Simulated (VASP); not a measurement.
# Sb (Pmmm) in VASP: notebook

Runs on Sb. Level: PBE. Tasks: single point.

Program: VASP 6.6.1. These are calculated values, not measurements. Logs are shortened: lines on timing, memory, paths and dates and some standing lists are left out, and cuts for length are marked.

## (1) The cell of the first run

Symmetry: Pmmm, No. 47, orthorhombic system. Conventional cell: a = 3.123 Å, b = 4.575 Å, c = 7.036 Å, α = 90.00°, β = 90.00°, γ = 90.00°. Sb (site symmetry mm2) has 5 Sb at 2.94 to 3.12 Å within 3.9 Å. Sb (site symmetry mmm) has 6 Sb at 3.07 to 3.12 Å within 4.0 Å.

## (2) Single point, PBE

The input, INCAR:

```
SYSTEM = Sb
ALGO     = Normal         ! electronic algorithm
EDIFF    = 1E-6           ! SCF threshold, eV
ENCUT    = 520            ! plane-wave cutoff, eV
GGA      = PE             ! functional
ISIF     = 2              ! what is computed and relaxed
ISMEAR   = 0              ! smearing method
LASPH    = .True.         ! aspherical terms in the spheres
LCHARG   = .False.        ! write CHGCAR
LREAL    = .False.        ! projectors in reciprocal space
LWAVE    = .False.        ! write WAVECAR
NBANDS   = 24             ! bands
NELM     = 60             ! most SCF steps
PREC     = Accurate       ! precision mode
SIGMA    = 0.1            ! smearing width, eV
```

The input, KPOINTS:

```
k-points
0
Gamma
  4 4 4
  0 0 0
```

The input, POSCAR:

```
Sb
1.0
    3.1227816429     -7.0360437115      0.0000000000
    3.1227816429      7.0360437115      0.0000000000
    0.0000000000      0.0000000000      4.5753477448
Sb
6
Direct
    0.1454205732      0.3545919211      0.5000000000
    0.8545794268      0.6454080789      0.5000000000
    0.3545919211      0.1454205732      0.5000000000
    0.6454080789      0.8545794268      0.5000000000
    0.0000000000      0.5000000000      0.0000000000
    0.5000000000      0.0000000000      0.0000000000
```

Potentials or basis: VASP PAW PBE potentials, release 64 (Sb).

Launch:

```console
> cat potpaw_PBE.64/Sb/POTCAR > POTCAR
> mpirun -np 1 vasp_std > vasp.out
```

OUTCAR:

```text
SYSTEM = Sb
   EDIFF = 1E-6
   ENCUT = 520
   GGA = PE
   ISIF = 2
   ISMEAR = 0
   LASPH = .True.
   LREAL = .False.
   NELM = 60
   PREC = Accurate

 ion  position               nearest neighbor table
   1  0.145  0.355  0.500-   3 2.94   5 3.07   5 3.07   4 3.12   4 3.12
   2  0.855  0.645  0.500-   4 2.94   5 3.07   5 3.07   3 3.12   3 3.12
   3  0.355  0.145  0.500-   1 2.94   6 3.07   6 3.07   2 3.12   2 3.12
   4  0.645  0.855  0.500-   2 2.94   6 3.07   6 3.07   1 3.12   1 3.12
   5  0.000  0.500  0.000-   1 3.07   2 3.07   1 3.07   2 3.07   6 3.12   6 3.12
   6  0.500  0.000  0.000-   3 3.07   4 3.07   3 3.07   4 3.07   5 3.12   5 3.12

  LATTYP: Found a base centered orthorhombic cell.
 ALAT       =     6.2455632858
 B/A-ratio  =     2.2531334291
 C/A-ratio  =     0.7325756758

  Lattice vectors:

 A1 = (   3.1227816429,  -7.0360437115,   0.0000000000)
 A2 = (   3.1227816429,   7.0360437115,   0.0000000000)
 A3 = (   0.0000000000,   0.0000000000,   4.5753477448)

Analysis of symmetry for initial positions (statically):
=====================================================================
 Subroutine PRICEL returns:
 Original cell was already a primitive cell.

 Routine SETGRP: Setting up the symmetry group for a
 base centered orthorhombic supercell.

 Subroutine GETGRP returns: Found  8 space group operations
 (whereof  8 operations were pure point group operations)
 out of a pool of  8 trial point group operations.

The static configuration has the point symmetry D_2h.

Analysis of symmetry for dynamics (positions and initial velocities):
=====================================================================
 Subroutine PRICEL returns:
 Original cell was already a primitive cell.

 Routine SETGRP: Setting up the symmetry group for a
 base centered orthorhombic supercell.

 Subroutine GETGRP returns: Found  8 space group operations
 (whereof  8 operations were pure point group operations)
 out of a pool of  8 trial point group operations.

The dynamic configuration has the point symmetry D_2h.

 Subroutine INISYM returns: Found  8 space group operations
 (whereof  8 operations are pure point group operations),
 and found     1 'primitive' translations

----------------------------------------------------------------------------------------

                                     Primitive cell

  volume of cell :     201.0593

  direct lattice vectors                    reciprocal lattice vectors
     3.122781643 -7.036043711  0.000000000     0.160113661 -0.071062663  0.000000000
     3.122781643  7.036043711  0.000000000     0.160113661  0.071062663  0.000000000
     0.000000000  0.000000000  4.575347745     0.000000000  0.000000000  0.218562622

  length of vectors
     7.697900772  7.697900772  4.575347745     0.175175016  0.175175016  0.218562622

  position of ions in fractional coordinates (direct lattice)
     0.145420573  0.354591921  0.500000000
     0.854579427  0.645408079  0.500000000
     0.354591921  0.145420573  0.500000000
     0.645408079  0.854579427  0.500000000
     0.000000000  0.500000000  0.000000000
     0.500000000  0.000000000  0.000000000

  ion indices of the primitive-cell ions
   primitive index   ion index
                 1           1
                 2           2
                 3           3
                 4           4
                 5           5
                 6           6

----------------------------------------------------------------------------------------

 KPOINTS: k-points

Automatic generation of k-mesh.
 Grid dimensions read from file:
 generate k-points for:    4    4    4

 Generating k-lattice:

  Cartesian coordinates                     Fractional coordinates (reciprocal lattice)
     0.040028415 -0.017765666  0.000000000     0.250000000  0.000000000  0.000000000
     0.040028415  0.017765666  0.000000000     0.000000000  0.250000000  0.000000000
     0.000000000  0.000000000  0.054640656     0.000000000  0.000000000  0.250000000

  Length of vectors
     0.043793754  0.043793754  0.054640656

  Shift w.r.t. Gamma in fractional coordinates (k-lattice)
     0.000000000  0.000000000  0.000000000

 Subroutine IBZKPT returns following result:
 ===========================================

 Found     21 irreducible k-points:

 Following reciprocal coordinates:
            Coordinates               Weight
  0.000000  0.000000  0.000000      1.000000
  0.250000 -0.000000  0.000000      4.000000
  0.500000 -0.000000  0.000000      2.000000
  0.250000  0.250000  0.000000      2.000000
  0.500000  0.250000  0.000000      4.000000
 -0.250000  0.250000  0.000000      2.000000
[... 13 lines left out ...]
 -0.250000  0.250000  0.500000      2.000000
  0.500000  0.500000  0.500000      1.000000
   k-points           NKPTS =     21   k-points in BZ     NKDIM =     21   number of bands    NBANDS=     24
   number of dos      NEDOS =    301   number of ions     NIONS =      6
   total plane-waves  NPLWV = 129600
   dimension x,y,z NGX =    60 NGY =   60 NGZ =   36
   dimension x,y,z NGXF=   120 NGYF=  120 NGZF=   72
   ions per type =               6
   NGX,Y,Z   is equivalent  to a cutoff of  12.96, 12.96, 13.08 a.u.
   NGXF,Y,Z  is equivalent  to a cutoff of  25.92, 25.92, 26.16 a.u.
 SYSTEM =  Sb
   PREC   = accura    normal or accurate (medium, high low for compatibility)
   ISTART =      0    job   : 0-new  1-cont  2-samecut
   ICHARG =      2    charge: 1-file 2-atom 10-const
   ISPIN  =      1    spin polarized calculation?
   LNONCOLLINEAR =      F non collinear calculations
   LSORBIT =      F    spin-orbit coupling
   LASPH  =      T    aspherical Exc in radial PAW
   ENCUT  =  520.0 eV  38.22 Ry    6.18 a.u.  14.31 14.31  8.51*2*pi/ulx,y,z
   NELM   =     60;   NELMIN=  2; NELMDL= -5     # of ELM steps
   EDIFF  = 0.1E-05   stopping-criterion for ELM
   LREAL  =      F    real-space projection
   EDIFFG = 0.1E-04   stopping-criterion for IOM
   NSW    =      0    number of steps for IOM
   IBRION =     -1    ionic relax: 0-MD 1-quasi-New 2-CG
   NFREE  =      0    steps in history (QN), initial steepest desc. (CG)
   ISIF   =      2    stress and relaxation
   ISYM   =      2    0-nonsym 1-usesym 2-fastsym
   POTIM  = 0.5000    time-step for ionic-motion
   TEBEG  =    0.0;   TEEND  =   0.0 temperature during run
   PSTRESS=    0.0 pullay stress
   NELECT =      30.0000    total number of electrons
   NUPDOWN=      -1.0000    fix difference up-down
   EMIN   =  10.00;   EMAX   =-10.00  energy-range for DOS
   EFERMI =   0.00;   METHOD = LEGACY
   ISMEAR =     0;   SIGMA  =   0.10  broadening in eV -4-tet -1-fermi 0-gaus
   EFERMI_NEDOS =   21; number of points for ismear=-14 and -15
   IALGO  =     38    algorithm
   IMIX   =      4    mixing-type and parameters
     AMIX     =   0.40;   BMIX     =  1.00
     AMIX_MAG =   1.60;   BMIX_MAG =  1.00
  volume/ion in A,a.u.               =      33.51       226.14
  Fermi-wavevector in a.u.,A,eV,Ry     =   0.868308  1.640864 10.258233  0.753959
  Thomas-Fermi vector in A             =   1.986968
   LORBIT       =      0    0 simple, 1 ext, 2 COOP (PROOUT), +10 PAW based schemes
   GGA     = PE    functional components
   LHFCALC =     F    Hartree Fock is set to
   AEXX    =    0.0000 exact exchange contribution
   IVDW    =     0    specifies the selected vdW correction
   LEPSILON=     F    determine dielectric tensor
   LRPA    =     F    only Hartree local field effects (RPA)
 non-spin polarized calculation
 Gauss-broadening in eV      SIGMA  =   0.10
  energy-cutoff  :      520.00
  volume of cell :      201.06
 maximum number of plane-waves:      5442
 NGX is ok and might be reduce to    60
   NGX = 29   NGY = 29   NGZ = 17

 number of electron      29.9999999 magnetization

 Free energy of the ion-electron system (eV)
  ---------------------------------------------------
  ext. energy  EPLUGINS =         0.00000000
  ---------------------------------------------------
  free energy    TOTEN  =       -23.98704029 eV

  energy without entropy =      -23.97304918  energy(sigma->0) =      -23.98004474

 E-fermi :   5.8707     XC(G=0):  -8.9741

 val. band max:        5.8424904132   @ k =   0.2500  -0.0000   0.0000
 cond. band min:       5.9488526738   @ k =   0.5000   0.5000   0.5000
 fundamental gap:      0.1063622606
 Fermi energy:         5.8706582976

 k-point     1 :       0.0000    0.0000    0.0000
  band No.  band energies     occupation
      1      -6.2520      2.00000
      2      -3.6871      2.00000
      3      -3.5054      2.00000
      4      -3.2407      2.00000
      5      -2.7814      2.00000
      6       0.9875      2.00000
[... 16 lines left out ...]
     23      10.2322      0.00000
     24      10.4972      0.00000

 k-point     2 :       0.2500   -0.0000    0.0000
  band No.  band energies     occupation
      1      -5.9931      2.00000
      2      -4.1766      2.00000
      3      -3.8565      2.00000
      4      -3.1816      2.00000
      5      -2.5918      2.00000
      6       0.1459      2.00000
[... 16 lines left out ...]
     23       9.5886      0.00000
     24       9.8591      0.00000

 k-point     3 :       0.5000   -0.0000    0.0000
  band No.  band energies     occupation
      1      -5.2462      2.00000
      2      -5.2461      2.00000
      3      -3.7048      2.00000
      4      -3.7047      2.00000
      5      -1.3583      2.00000
      6      -1.3582      2.00000
[... 16 lines left out ...]
     23       8.5418      0.00000
     24       8.5419      0.00000
[... 433 lines left out ...]
 k-point    20 :      -0.2500    0.2500    0.5000
  band No.  band energies     occupation
      1      -5.0351      2.00000
      2      -4.4923      2.00000
      3      -3.5932      2.00000
      4      -2.6682      2.00000
      5      -2.0974      2.00000
      6      -1.1476      2.00000
[... 16 lines left out ...]
     23      10.4293      0.00000
     24      10.7597      0.00000

 k-point    21 :       0.5000    0.5000    0.5000
  band No.  band energies     occupation
      1      -4.8325      2.00000
      2      -4.4827      2.00000
      3      -3.9869      2.00000
      4      -2.8100      2.00000
      5      -2.1088      2.00000
      6      -0.6978      2.00000
[... 16 lines left out ...]
     23      10.4555      0.00000
     24      10.7621      0.00000

------------------------ aborting loop because EDIFF is reached ----------------------------------------

  FORCE on cell =-STRESS in cart. coord.  units (eV):
  Direction    XX          YY          ZZ          XY          YZ          ZX
  --------------------------------------------------------------------------------------
  -------------------------------------------------------------------------------------
  Total       -0.1160373      0.2551863      0.1899414      0.0000000      0.0000000      0.0000000
  in kB       -0.9246638      2.0334981      1.5135818      0.0000000      0.0000000      0.0000000
  external PRESSURE =       0.8741387 kB  Pullay stress =       0.0000000 kB

 VOLUME and BASIS-vectors are now :
 -----------------------------------------------------------------------------
  energy-cutoff  :      520.00
  volume of cell :      201.06
      direct lattice vectors                 reciprocal lattice vectors
     3.122781643 -7.036043711  0.000000000     0.160113661 -0.071062663  0.000000000
     3.122781643  7.036043711  0.000000000     0.160113661  0.071062663  0.000000000
     0.000000000  0.000000000  4.575347745     0.000000000  0.000000000  0.218562622

 POSITION                                       TOTAL-FORCE (eV/Angst)
 -----------------------------------------------------------------------------------
      1.56143      1.47174      2.28767        -0.000171      0.001864     -0.000000
      4.68413     -1.47174      2.28767         0.000171     -0.001864      0.000000
      1.56143     -1.47174      2.28767        -0.000171     -0.001864      0.000000
      4.68413      1.47174      2.28767         0.000171      0.001864      0.000000
      1.56139      3.51802      0.00000         0.000000      0.000000      0.000000
      1.56139     -3.51802      0.00000         0.000000      0.000000      0.000000
 -----------------------------------------------------------------------------------
    total drift:                               -0.000000      0.000000     -0.000000

  FREE ENERGIE OF THE ION-ELECTRON SYSTEM (eV)
  ---------------------------------------------------
  free  energy   TOTEN  =       -23.9870402930 eV

  energy  without entropy=      -23.9730491781  energy(sigma->0) =      -23.98004474
```

It took 2.1 min on 1 thread of Intel Xeon 6975P-C, shared host; peak memory 0.37 GiB.

What came out:

- Free energy: -23.9870 eV
- Pressure: 0.1 GPa
- Band gap on the k mesh: zero (band 15 reaches 6.37 eV, above the bottom of band 16 at 5.48 eV)

Levels at points of the mesh, in eV from the Fermi level:
```csv
k point,band 11,band 12,band 13,band 14,band 15,band 16,band 17,band 18,band 19,band 20
"(0.00, 0.00, 0.00)",-2.02,-1.59,-1.36,-1.10,-0.61,0.25,1.00,2.46,2.62,2.69
"(0.50, 0.00, 0.00)",-1.64,-1.64,-0.45,-0.45,-0.39,-0.39,0.38,0.38,1.86,1.86
"(0.50, 0.50, 0.00)",-2.63,-1.72,-1.65,-0.48,0.12,0.31,1.08,1.32,2.67,3.06
"(0.00, 0.00, 0.50)",-3.23,-2.77,-2.30,-0.86,-0.43,1.86,2.03,2.33,2.62,3.24
"(0.50, 0.00, 0.50)",-0.76,-0.76,-0.68,-0.68,-0.06,-0.06,0.33,0.33,0.84,0.84
"(0.50, 0.50, 0.50)",-2.78,-2.77,-2.71,-2.30,-0.42,0.08,1.00,2.61,3.49,4.07
```

Caveat: spin-orbit coupling is left out, which moves the levels of the heavy elements.

## (3) Single point, PBE

This run uses another cell than the first one, of 32.94 Å³/atom, 0.983 times its volume.

The input, INCAR:

```
SYSTEM = Sb
PREC = Accurate ; ENCUT = 520
EDIFF = 1E-7 ; ISMEAR = 0
SIGMA = 0.2 ; LREAL = .FALSE.
LASPH = .TRUE. ; NELM = 80
ALGO = Normal ; ISIF = 2
LWAVE = .FALSE. ; LCHARG = .FALSE.
GGA = PE ; NBANDS = 24
```

The input, KPOINTS:

```
Automatic mesh
0
G
  8 6 2
  0 0 0
```

The input, POSCAR:

```
Sb
1.0
    3.0845207904      0.0000000000      0.0000000000
    0.0000000000      4.3271735931      0.0000000000
    0.0000000000      0.0000000000     14.8092131711
Sb
6
Direct
    0.5000000000      0.5000000000      0.3970393989
    0.5000000000      0.5000000000      0.8970393989
    0.5000000000      0.5000000000      0.1029606011
    0.5000000000      0.5000000000      0.6029606011
    0.5000000000      0.0000000000      0.2500000000
    0.5000000000      0.0000000000      0.7500000000
```

Potentials or basis: VASP PAW PBE potentials, release 64 (Sb).

Launch:

```console
> cat potpaw_PBE.64/Sb/POTCAR > POTCAR
> mpirun -np 1 vasp_std > vasp.out
```

Run time: 2.7 min. Hardware: 1 thread of Intel Xeon 6975P-C, shared host; peak memory 0.35 GiB.

It converged, with:

```
Free energy            : -24.0218 eV
Pressure               : -0.1 GPa
Largest force          : 0.126 eV/Å
Band gap on the k mesh : zero (band 15 reaches 8.32 eV, above the bottom of band 16 at 3.53 eV)
```

Forces on the atoms (eV/Å):
```
Sb   0.000  0.000  0.126
Sb   0.000  0.000  0.126
Sb   0.000  0.000 -0.126
Sb   0.000  0.000 -0.126
Sb   0.000  0.000  0.000
Sb   0.000  0.000  0.000
```

Stress tensor (GPa, compression positive):
```
 0.34  0.00  0.00
 0.00  0.09  0.00
 0.00  0.00 -0.84
```

Levels at points of the mesh, in eV from the Fermi level:
```tsv
k point	band 12	band 13	band 14	band 15	band 16	band 17	band 18	band 19
(0.00, 0.00, 0.00)	-1.28	-0.35	0.39	0.72	1.17	2.47	2.48	3.12
(0.50, 0.00, 0.00)	-2.16	-1.81	-0.97	-0.73	0.06	0.80	0.83	1.69
(0.00, 0.50, 0.00)	-2.54	-0.96	0.65	1.29	1.85	3.04	4.86	5.02
(0.50, 0.50, 0.00)	-3.21	-2.93	-2.75	-2.36	-0.84	-0.73	-0.04	1.44
(0.00, 0.00, 0.50)	-0.88	-0.53	-0.53	1.66	1.66	1.86	1.86	3.78
(0.50, 0.00, 0.50)	-2.17	-1.21	-1.21	-0.87	-0.87	1.19	1.19	1.92
(0.00, 0.50, 0.50)	-1.88	-0.88	-0.88	1.87	1.87	4.02	4.02	4.93
(0.50, 0.50, 0.50)	-3.07	-2.58	-2.58	-2.47	-2.47	0.57	0.57	1.38
```

Caveat: spin-orbit coupling is left out, which moves the levels of the heavy elements.

(Part 1 of 2 ends here.)
